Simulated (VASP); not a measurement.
Here is a VASP 6.6.1 calculation.

File INCAR:

```
  ALGO = Normal
  EDIFF = 1E-6
  ENCUT = 520
  GGA = PE
  ISIF = 2
  ISMEAR = 0
  LASPH = True
  LCHARG = False
  LREAL = False
  LWAVE = False
  NBANDS = 34
  NELM = 60
  PREC = Accurate
  SIGMA = 0.1
```

Contents of KPOINTS:

```
k-points
0
Gamma
  10 10 10
```

POSCAR

```
Ga3S2
1.0
   -2.6039609569      2.6039609569      3.7296561007
    2.6039609569     -2.6039609569      3.7296561007
    2.6039609569      2.6039609569     -3.7296561007
Ga S
3 2
Direct
    0.5000000000      0.0000000000      0.5000000000
    0.0000000000      0.5000000000      0.5000000000
    0.5000000000      0.5000000000      0.0000000000
    0.8210952782      0.8210952782      0.0000000000
    0.1789047218      0.1789047218      0.0000000000
```

Potentials or basis: VASP PAW PBE potentials, release 64 (Ga_d, S).

The run is started by

```bash
$ cat potpaw_PBE.64/Ga_d/POTCAR potpaw_PBE.64/S/POTCAR > POTCAR
$ mpirun -np 1 vasp_std > vasp.out
```

(1) Predict the pressure.

(2) What does it give for the band gap on the k mesh?

## Answers

(1) 0.0 GPa.

(2) zero (an odd number of electrons rules out a gap without spin polarisation).
